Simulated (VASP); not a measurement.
Input of a VASP 6.6.1 run:

INCAR

```
ALGO = Normal
EDIFF = 1E-6
ENCUT = 600
GGA = PE
GGA_COMPAT = F
ISIF = 2
ISMEAR = 0
LASPH = T
LCHARG = F
LREAL = F
LWAVE = F
NBANDS = 44
NELM = 120
PREC = Accurate
SIGMA = 0.2
```

KPOINTS

```
k-points
0
Gamma
  4 4 4
```

The input POSCAR:

```
Cu5Mo
1.0
    4.7088642168      0.0000000000      0.0000000000
   -2.3544321084      4.0779960347      0.0000000000
    0.0000000000      0.0000000000      4.1291016508
Cu Mo
5 1
Direct
    0.5000000000      0.5000000000      0.5000000000
    0.0000000000      0.5000000000      0.5000000000
    0.5000000000      0.0000000000      0.5000000000
    0.3333333333      0.6666666667      0.0000000000
    0.6666666667      0.3333333333      0.0000000000
    0.0000000000      0.0000000000      0.0000000000
```

Potentials or basis: VASP PAW PBE potentials, release 64 (Cu, Mo_sv).

The run is started by

```sh
$ cat potpaw_PBE.64/Cu/POTCAR potpaw_PBE.64/Mo_sv/POTCAR > POTCAR
$ mpirun -np 1 vasp_std > vasp.out
```

Problem. What does it give for the pressure?

Solution. 0.1 GPa.

Stress tensor (GPa, compression positive):
```
0.01 0.00 0.00
0.00 0.01 0.00
0.00 0.00 0.16
```

Caveat: the k points lie up to 0.39 Å⁻¹ apart.
